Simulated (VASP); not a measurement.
# Hf7S (P-3m1) in VASP: notebook

Hf7S is run at these levels: PBE; tasks: single point, relaxation of cell and atoms.

All numbers are computed with VASP 6.6.1; they aren't measurements. Logs are shortened: lines on timing, memory, paths and dates and some standing lists are left out, and cuts for length are marked.

### 1 The cell of the first run

The structure is trigonal, space group P-3m1 (No. 164). Conventional cell: a = 3.257 Å, b = 3.257 Å, c = 18.820 Å, α = 90.00°, β = 90.00°, γ = 120.00°. Within 4.2 Å of Hf (site symmetry -3m) lie 12 Hf at 3.17 to 3.26 Å. Hf (site symmetry 3m) has 12 Hf at 3.17 to 3.26 Å within 4.2 Å. Hf (site symmetry 3m) has 12 Hf at 3.08 to 3.26 Å within 4.1 Å. Within 3.5 Å of Hf (site symmetry 3m) lie 3 S at 2.63 Å and 9 Hf at 3.08 to 3.26 Å. Within 3.5 Å of S (site symmetry -3m) lie 6 Hf at 2.63 Å and 6 S at 3.26 Å.

### 2 Single point, PBE

INCAR reads:

```
ALGO = Normal ; EDIFF = 1E-6
ENCUT = 520 ; GGA = PE
ISIF = 2 ; ISMEAR = 0
LASPH = True ; LCHARG = False
LREAL = False ; LWAVE = False
NBANDS = 48 ; NELM = 60
PREC = Accurate ; SIGMA = 0.2
```

KPOINTS reads:

```
k-points
0
Gamma
  6 6 1
```

POSCAR reads:

```
Hf7S
1.0
    3.2573467545      0.0000000000      0.0000000000
   -1.6286733773      2.8209450384      0.0000000000
    0.0000000000      0.0000000000     18.8199274098
Hf S
7 1
Direct
    0.0000000000      0.0000000000      0.5000000000
    0.3333333333      0.6666666667      0.3645955369
    0.6666666667      0.3333333333      0.6354044631
    0.3333333333      0.6666666667      0.7726503445
    0.6666666667      0.3333333333      0.9024976465
    0.3333333333      0.6666666667      0.0975023535
    0.6666666667      0.3333333333      0.2273496555
    0.0000000000      0.0000000000      0.0000000000
```

Potentials or basis: VASP PAW PBE potentials, release 64 (Hf_pv, S).

Run with:

```bash
$ cat potpaw_PBE.64/Hf_pv/POTCAR potpaw_PBE.64/S/POTCAR > POTCAR
$ mpirun -np 1 vasp_std > vasp.out
```

OUTCAR:

```text
EDIFF = 1E-6
   ENCUT = 520
   GGA = PE
   ISIF = 2
   ISMEAR = 0
   LASPH = True
   LREAL = False
   NELM = 60
   PREC = Accurate

 ion  position               nearest neighbor table
   1  0.000  0.000  0.500-   2 3.17   3 3.17   3 3.17   2 3.17   3 3.17   2 3.17
   2  0.333  0.667  0.365-   1 3.17   1 3.17   1 3.17   7 3.20   7 3.20   7 3.20
   3  0.667  0.333  0.635-   1 3.17   1 3.17   1 3.17   4 3.20   4 3.20   4 3.20
   4  0.333  0.667  0.773-   5 3.08   5 3.08   5 3.08   3 3.20   3 3.20   3 3.20
   5  0.667  0.333  0.902-   8 2.63   8 2.63   8 2.63   4 3.08   4 3.08   4 3.08
   6  0.333  0.667  0.098-   8 2.63   8 2.63   8 2.63   7 3.08   7 3.08   7 3.08
   7  0.667  0.333  0.227-   6 3.08   6 3.08   6 3.08   2 3.20   2 3.20   2 3.20
   8  0.000  0.000  0.000-   5 2.63   6 2.63   5 2.63   6 2.63   5 2.63   6 2.63

  LATTYP: Found a hexagonal cell.
 ALAT       =     3.2573467545
 C/A-ratio  =     5.7776862054

  Lattice vectors:

 A1 = (   3.2573467545,   0.0000000000,   0.0000000000)
 A2 = (  -1.6286733773,   2.8209450384,   0.0000000000)
 A3 = (   0.0000000000,   0.0000000000,  18.8199274098)

Analysis of symmetry for initial positions (statically):
=====================================================================
 Subroutine PRICEL returns:
 Original cell was already a primitive cell.

 Routine SETGRP: Setting up the symmetry group for a
 hexagonal supercell.

 Subroutine GETGRP returns: Found 12 space group operations
 (whereof 12 operations were pure point group operations)
 out of a pool of 24 trial point group operations.

The static configuration has the point symmetry D_3d.

Analysis of symmetry for dynamics (positions and initial velocities):
=====================================================================
 Subroutine PRICEL returns:
 Original cell was already a primitive cell.

 Routine SETGRP: Setting up the symmetry group for a
 hexagonal supercell.

 Subroutine GETGRP returns: Found 12 space group operations
 (whereof 12 operations were pure point group operations)
 out of a pool of 24 trial point group operations.

The dynamic configuration has the point symmetry D_3d.

 Subroutine INISYM returns: Found 12 space group operations
 (whereof 12 operations are pure point group operations),
 and found     1 'primitive' translations

----------------------------------------------------------------------------------------

                                     Primitive cell

  volume of cell :     172.9325

  direct lattice vectors                    reciprocal lattice vectors
     3.257346754  0.000000000  0.000000000     0.306998326  0.177245566  0.000000000
    -1.628673377  2.820945038  0.000000000     0.000000000  0.354491132  0.000000000
     0.000000000  0.000000000 18.819927410     0.000000000  0.000000000  0.053135168

  length of vectors
     3.257346754  3.257346755 18.819927410     0.354491132  0.354491132  0.053135168

  position of ions in fractional coordinates (direct lattice)
     0.000000000  0.000000000  0.500000000
     0.333333333  0.666666667  0.364595537
     0.666666667  0.333333333  0.635404463
     0.333333333  0.666666667  0.772650345
     0.666666667  0.333333333  0.902497647
     0.333333333  0.666666667  0.097502353
     0.666666667  0.333333333  0.227349655
     0.000000000  0.000000000  0.000000000

  ion indices of the primitive-cell ions
   primitive index   ion index
                 1           1
                 2           2
                 3           3
                 4           4
                 5           5
                 6           6
                 7           7
                 8           8

----------------------------------------------------------------------------------------

 KPOINTS: k-points

Automatic generation of k-mesh.
 Grid dimensions read from file:
 generate k-points for:    6    6    1

 Generating k-lattice:

  Cartesian coordinates                     Fractional coordinates (reciprocal lattice)
     0.051166388  0.029540928  0.000000000     0.166666667  0.000000000  0.000000000
     0.000000000  0.059081855  0.000000000     0.000000000  0.166666667  0.000000000
     0.000000000  0.000000000  0.053135168     0.000000000  0.000000000  1.000000000

  Length of vectors
     0.059081855  0.059081855  0.053135168

  Shift w.r.t. Gamma in fractional coordinates (k-lattice)
     0.000000000  0.000000000  0.000000000

 Subroutine IBZKPT returns following result:
 ===========================================

 Found      7 irreducible k-points:

 Following reciprocal coordinates:
            Coordinates               Weight
  0.000000  0.000000  0.000000      1.000000
  0.166667 -0.000000  0.000000      6.000000
  0.333333  0.000000  0.000000      6.000000
  0.500000  0.000000  0.000000      3.000000
  0.166667  0.166667  0.000000      6.000000
  0.333333  0.166667  0.000000     12.000000
  0.333333  0.333333  0.000000      2.000000
   k-points           NKPTS =      7   k-points in BZ     NKDIM =      7   number of bands    NBANDS=     48
   number of dos      NEDOS =    301   number of ions     NIONS =      8
   total plane-waves  NPLWV =  80640
   dimension x,y,z NGX =    24 NGY =   24 NGZ =  140
   dimension x,y,z NGXF=    48 NGYF=   48 NGZF=  280
   ions per type =               7   1
   NGX,Y,Z   is equivalent  to a cutoff of  12.25, 12.25, 12.37 a.u.
   NGXF,Y,Z  is equivalent  to a cutoff of  24.50, 24.50, 24.73 a.u.
 SYSTEM =  unknown system
   PREC   = accura    normal or accurate (medium, high low for compatibility)
   ISTART =      0    job   : 0-new  1-cont  2-samecut
   ICHARG =      2    charge: 1-file 2-atom 10-const
   ISPIN  =      1    spin polarized calculation?
   LNONCOLLINEAR =      F non collinear calculations
   LSORBIT =      F    spin-orbit coupling
   LASPH  =      T    aspherical Exc in radial PAW
   ENCUT  =  520.0 eV  38.22 Ry    6.18 a.u.   6.06  6.06 34.99*2*pi/ulx,y,z
   NELM   =     60;   NELMIN=  2; NELMDL= -5     # of ELM steps
   EDIFF  = 0.1E-05   stopping-criterion for ELM
   LREAL  =      F    real-space projection
   EDIFFG = 0.1E-04   stopping-criterion for IOM
   NSW    =      0    number of steps for IOM
   IBRION =     -1    ionic relax: 0-MD 1-quasi-New 2-CG
   NFREE  =      0    steps in history (QN), initial steepest desc. (CG)
   ISIF   =      2    stress and relaxation
   ISYM   =      2    0-nonsym 1-usesym 2-fastsym
   POTIM  = 0.5000    time-step for ionic-motion
   TEBEG  =    0.0;   TEEND  =   0.0 temperature during run
   PSTRESS=    0.0 pullay stress
   NELECT =      76.0000    total number of electrons
   NUPDOWN=      -1.0000    fix difference up-down
   EMIN   =  10.00;   EMAX   =-10.00  energy-range for DOS
   EFERMI =   0.00;   METHOD = LEGACY
   ISMEAR =     0;   SIGMA  =   0.20  broadening in eV -4-tet -1-fermi 0-gaus
   EFERMI_NEDOS =   21; number of points for ismear=-14 and -15
   IALGO  =     38    algorithm
   IMIX   =      4    mixing-type and parameters
     AMIX     =   0.40;   BMIX     =  1.00
     AMIX_MAG =   1.60;   BMIX_MAG =  1.00
  volume/ion in A,a.u.               =      21.62       145.88
  Fermi-wavevector in a.u.,A,eV,Ry     =   1.244669  2.352083 21.078155  1.549201
  Thomas-Fermi vector in A             =   2.378925
   LORBIT       =      0    0 simple, 1 ext, 2 COOP (PROOUT), +10 PAW based schemes
   GGA     = PE    functional components
   LHFCALC =     F    Hartree Fock is set to
   AEXX    =    0.0000 exact exchange contribution
   IVDW    =     0    specifies the selected vdW correction
   LEPSILON=     F    determine dielectric tensor
   LRPA    =     F    only Hartree local field effects (RPA)
 non-spin polarized calculation
 Gauss-broadening in eV      SIGMA  =   0.20
  energy-cutoff  :      520.00
  volume of cell :      172.93
 maximum number of plane-waves:      4710
   NGX = 13   NGY = 13   NGZ = 69

 number of electron      75.9999994 magnetization

 Free energy of the ion-electron system (eV)
  ---------------------------------------------------
  ext. energy  EPLUGINS =         0.00000000
  ---------------------------------------------------
  free energy    TOTEN  =       -75.96105121 eV

  energy without entropy =      -75.79392520  energy(sigma->0) =      -75.87748820

 E-fermi :   5.2399     XC(G=0): -11.2336

 val. band max:        5.2079061178   @ k =   0.5000   0.0000   0.0000
 cond. band min:       5.2981725297   @ k =   0.0000   0.0000   0.0000
 fundamental gap:      0.0902664119
 Fermi energy:         5.2398856715

 k-point     1 :       0.0000    0.0000    0.0000
  band No.  band energies     occupation
      1     -25.9825      2.00000
      2     -25.9313      2.00000
      3     -25.6398      2.00000
      4     -25.4803      2.00000
      5     -25.4469      2.00000
      6     -25.4469      2.00000
[... 40 lines left out ...]
     47       6.6218      0.00000
     48       6.7250      0.00000

 k-point     2 :       0.1667   -0.0000    0.0000
  band No.  band energies     occupation
      1     -25.9446      2.00000
      2     -25.8995      2.00000
      3     -25.6186      2.00000
      4     -25.6000      2.00000
      5     -25.5695      2.00000
      6     -25.4785      2.00000
[... 40 lines left out ...]
     47       6.9295      0.00000
     48       7.0440      0.00000

 k-point     3 :       0.3333    0.0000    0.0000
  band No.  band energies     occupation
      1     -25.8773      2.00000
      2     -25.8679      2.00000
      3     -25.8450      2.00000
      4     -25.8251      2.00000
      5     -25.5555      2.00000
      6     -25.5402      2.00000
[... 40 lines left out ...]
     47       6.9004      0.00000
     48       6.9641      0.00000

 k-point     4 :       0.5000    0.0000    0.0000
  band No.  band energies     occupation
      1     -25.9710      2.00000
      2     -25.9587      2.00000
      3     -25.8568      2.00000
      4     -25.8446      2.00000
      5     -25.6240      2.00000
      6     -25.5969      2.00000
[... 40 lines left out ...]
     47       7.0918      0.00000
     48       7.6122      0.00000

 k-point     5 :       0.1667    0.1667    0.0000
  band No.  band energies     occupation
      1     -25.8901      2.00000
      2     -25.8604      2.00000
      3     -25.7625      2.00000
      4     -25.7508      2.00000
      5     -25.5636      2.00000
      6     -25.5632      2.00000
[... 40 lines left out ...]
     47       7.1939      0.00000
     48       7.3615      0.00000

 k-point     6 :       0.3333    0.1667    0.0000
  band No.  band energies     occupation
      1     -25.9068      2.00000
      2     -25.8974      2.00000
      3     -25.8448      2.00000
      4     -25.8277      2.00000
      5     -25.6494      2.00000
      6     -25.6445      2.00000
[... 40 lines left out ...]
     47       7.2271      0.00000
     48       7.3469      0.00000

 k-point     7 :       0.3333    0.3333    0.0000
  band No.  band energies     occupation
      1     -25.8250      2.00000
      2     -25.8250      2.00000
      3     -25.8173      2.00000
      4     -25.8083      2.00000
      5     -25.8083      2.00000
      6     -25.8022      2.00000
[... 40 lines left out ...]
     47       7.6284      0.00000
     48       7.7557      0.00000

------------------------ aborting loop because EDIFF is reached ----------------------------------------

  FORCE on cell =-STRESS in cart. coord.  units (eV):
  Direction    XX          YY          ZZ          XY          YZ          ZX
  --------------------------------------------------------------------------------------
  -------------------------------------------------------------------------------------
  Total       -0.5225237     -0.5225237     -0.7561690      0.0000000      0.0000000     -0.0000000
  in kB       -4.8410553     -4.8410553     -7.0057219      0.0000000      0.0000000     -0.0000000
  external PRESSURE =      -5.5626109 kB  Pullay stress =       0.0000000 kB

 VOLUME and BASIS-vectors are now :
 -----------------------------------------------------------------------------
  energy-cutoff  :      520.00
  volume of cell :      172.93
      direct lattice vectors                 reciprocal lattice vectors
     3.257346754  0.000000000  0.000000000     0.306998326  0.177245566  0.000000000
    -1.628673377  2.820945038  0.000000000     0.000000000  0.354491132  0.000000000
     0.000000000  0.000000000 18.819927410     0.000000000  0.000000000  0.053135168

 POSITION                                       TOTAL-FORCE (eV/Angst)
 -----------------------------------------------------------------------------------
      0.00000      0.00000      9.40996        -0.000000      0.000000     -0.000000
     -0.00000      1.88063      6.86166         0.000000     -0.000000      0.003940
      1.62867      0.94032     11.95827        -0.000000      0.000000     -0.003940
     -0.00000      1.88063     14.54122        -0.000000     -0.000000      0.000736
      1.62867      0.94032     16.98494        -0.000000      0.000000      0.078784
     -0.00000      1.88063      1.83499        -0.000000      0.000000     -0.078784
      1.62867      0.94032      4.27870         0.000000      0.000000     -0.000736
      0.00000      0.00000      0.00000        -0.000000      0.000000     -0.000000
 -----------------------------------------------------------------------------------
    total drift:                                0.000000     -0.000000      0.000000

  FREE ENERGIE OF THE ION-ELECTRON SYSTEM (eV)
  ---------------------------------------------------
  free  energy   TOTEN  =       -75.9610512052 eV

  energy  without entropy=      -75.7939251959  energy(sigma->0) =      -75.87748820
```

Run time: 1.9 min. Hardware: 1 thread of Intel Xeon Platinum 8488C (Sapphire Rapids), shared host; peak memory 0.28 GiB.

What came out:

* Free energy: -75.9611 eV
* Pressure: -0.6 GPa
* Largest force: 0.079 eV/Å
* Band gap on the k mesh: zero (bands 38 and 39 overlap by 0.83 eV)

Forces on the atoms (eV/Å):
```
Hf   0.000  0.000  0.000
Hf   0.000  0.000  0.004
Hf   0.000  0.000 -0.004
Hf   0.000  0.000  0.001
Hf   0.000  0.000  0.079
Hf   0.000  0.000 -0.079
Hf   0.000  0.000 -0.001
S    0.000  0.000  0.000
```

Stress tensor (GPa, compression positive):
```
-0.48  0.00  0.00
 0.00 -0.48  0.00
 0.00  0.00 -0.70
```

Caveat: the k points lie up to 0.37 Å⁻¹ apart, too coarse for converged energies and pressures of a metal; spin-orbit coupling is left out, which moves the levels of the heavy elements.

### 3 Relaxation of cell and atoms, PBE

This run uses another cell than the first one, of 19.40 Å³/atom.

INCAR reads:

```
PREC = Accurate
ENCUT = 600
EDIFF = 1E-6
ISMEAR = 0
SIGMA = 0.2
LREAL = F
LASPH = T
NELM = 100
ALGO = Normal
ISIF = 3
LWAVE = F
LCHARG = F
GGA = PE
IBRION = 2
NSW = 36
EDIFFG = -0.08
```

KPOINTS reads:

```
Automatic mesh
0
Gamma
  6 6 1
```

POSCAR reads:

```
Hf7S
1.0
    3.2000000000      0.0000000000      0.0000000000
   -1.6000000000      2.7712812900      0.0000000000
    0.0000000000      0.0000000000     17.5000000000
Hf S
7 1
Direct
    0.0000000000      0.0000000000      0.5000000000
    0.3333333300      0.6666666700      0.3640000000
    0.6666666700      0.3333333300      0.6360000000
    0.3333333300      0.6666666700      0.7720000000
    0.6666666700      0.3333333300      0.9080000000
    0.3333333300      0.6666666700      0.0920000000
    0.6666666700      0.3333333300      0.2280000000
    0.0000000000      0.0000000000      0.0000000000
```

Potentials or basis: VASP PAW PBE potentials, release 64 (Hf_pv, S).

Run with:

```bash
$ cat potpaw_PBE.64/Hf_pv/POTCAR potpaw_PBE.64/S/POTCAR > POTCAR
$ mpirun -np 1 vasp_std > vasp.out
```

Wall time 12 min (1 thread of Intel Xeon Platinum 8488C (Sapphire Rapids), shared host); peak memory 0.35 GiB.

The run converged. Its results:

```yaml
Free_energy: -75.9619 eV
Relaxed_volume: 21.52 Å³/atom
Relaxed_cell: a = 3.253 Å, b = 3.253 Å, c = 18.781 Å, α = 90.00°, β = 90.00°, γ = 120.00°
Space_group_after_relaxing_to_0.1_Å: P-3m1 (No. 164)
Energy_gained_by_relaxing: 121.6 meV/atom
Ionic_steps: 9
Pressure_after_relaxing: 0.1 GPa
Largest_force_after_relaxing: 0.045 eV/Å
Band_gap_on_the_k_mesh: zero (bands 38 and 39 overlap by 0.81 eV)
```

Forces in eV/Å, atoms in the order of the input:
```
Hf   0.000  0.000  0.000
Hf   0.000  0.000  0.019
Hf   0.000  0.000 -0.019
Hf   0.000  0.000 -0.045
Hf   0.000  0.000 -0.009
Hf   0.000  0.000  0.009
Hf   0.000  0.000  0.045
S    0.000  0.000  0.000
```

Step by step:
```tsv
step	energy change (eV)	largest force (eV/Å)	pressure (GPa)	volume (Å³)
1	0.0000	1.1739	14.92	155.19
2	0.2453	0.4242	-12.70	199.27
3	-0.8783	0.5439	-1.13	174.32
4	-0.8792	0.5569	-0.79	173.77
5	-0.9562	0.3533	-0.28	172.73
6	-0.9665	0.2355	0.01	172.18
7	-0.9665	0.2289	0.02	172.15
8	-0.9719	0.0844	0.05	172.14
9	-0.9726	0.0448	0.06	172.13
```

Final structure:
```cif
data_structure
_symmetry_space_group_name_H-M 'P 1'
_symmetry_Int_Tables_number 1
_cell_length_a 3.2532
_cell_length_b 3.2532
_cell_length_c 18.7808
_cell_angle_alpha 90.000
_cell_angle_beta 90.000
_cell_angle_gamma 120.000
_cell_volume 172.13
loop_
_atom_site_label
_atom_site_type_symbol
_atom_site_fract_x
_atom_site_fract_y
_atom_site_fract_z
_atom_site_occupancy
Hf1 Hf 0.00000 0.00000 0.50000 1
Hf2 Hf 0.33333 0.66667 0.36411 1
Hf3 Hf 0.66667 0.33333 0.63589 1
Hf4 Hf 0.33333 0.66667 0.77340 1
Hf5 Hf 0.66667 0.33333 0.90325 1
Hf6 Hf 0.33333 0.66667 0.09675 1
Hf7 Hf 0.66667 0.33333 0.22660 1
S1 S 0.00000 0.00000 0.00000 1
```

Levels at points of the mesh, in eV from the Fermi level:
```tsv
k point	band 35	band 36	band 37	band 38	band 39	band 40	band 41	band 42
(0.00, 0.00, 0.00)	0.45	0.54	0.56	0.56	0.98	0.98	1.11	1.11
(0.50, 0.00, 0.00)	-1.09	-0.70	-0.61	-0.03	0.25	0.51	0.86	0.93
```

Caveat: the k points lie up to 0.37 Å⁻¹ apart in the final cell, too coarse for converged energies and pressures of a metal; spin-orbit coupling is left out, which moves the levels of the heavy elements; the relaxation stopped at a loose force limit of 0.08 eV/Å, so its end isn't a converged minimum.

The gap in the log of VASP goes by the Fermi energy; the results here count the filled bands.